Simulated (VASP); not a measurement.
A run of VASP 6.6.1 is set up as follows.

The input POSCAR:

```
Ta
1.0
    0.0000000000      3.0298054557      3.0298054557
    3.0298054557      0.0000000000      3.0298054557
    3.0298054557      3.0298054557      0.0000000000
Ta
2
Direct
    0.1250000000      0.1250000000      0.1250000000
    0.8750000000      0.8750000000      0.8750000000
```

File INCAR.step1:

```
PREC     = Accurate       # precision mode
ENCUT    = 520            # plane-wave cutoff, eV
ISMEAR   = -1             # smearing method
SIGMA    = 0.1            # smearing width, eV
LREAL    = F              # projectors in reciprocal space
LASPH    = T              # aspherical terms in the spheres
NELM     = 80             # most SCF steps
NBANDS   = 18             # bands
GGA      = PE             # functional
ALGO     = Normal         # electronic algorithm
EDIFF    = 1E-4           # SCF threshold, eV
LWAVE    = T              # write WAVECAR
LCHARG   = F              # write CHGCAR
```

INCAR.step2

```
PREC     = Accurate       # precision mode
ENCUT    = 520            # plane-wave cutoff, eV
EDIFF    = 1E-6           # SCF threshold, eV
ISMEAR   = -1             # smearing method
SIGMA    = 0.1            # smearing width, eV
LREAL    = F              # projectors in reciprocal space
LASPH    = T              # aspherical terms in the spheres
NELM     = 80             # most SCF steps
ALGO     = Normal         # electronic algorithm
ISIF     = 2              # what is computed and relaxed
LWAVE    = F              # write WAVECAR
LCHARG   = T              # write CHGCAR
METAGGA  = R2SCAN         # meta-GGA
LMIXTAU  = T            
LELF     = T              # ELF
LVHAR    = T            
NBANDS   = 18             # bands
ISTART   = 1
```

Contents of KPOINTS:

```
Automatic mesh
0
Gamma
  15 15 15
```

Potentials or basis: VASP PAW PBE potentials, release 64 (Ta_pv).

Command:

```bash
$ cat potpaw_PBE.64/Ta_pv/POTCAR > POTCAR
$ cp INCAR.step1 INCAR
$ mpirun -np 1 vasp_std > vasp.out
$ cp INCAR.step2 INCAR
$ mpirun -np 1 vasp_std > vasp.out
```

Problem. What does it give for the pressure?

Solution. 0.3 GPa.

Problem. Estimate the band gap on the k mesh.

Solution. Zero (band 11 reaches 2.51 eV, above the bottom of band 12 at 1.66 eV).

Caveat: the PAW data sets were made with another functional, which shifts forces and pressure a little; spin-orbit coupling is left out, which moves the levels of the heavy elements.
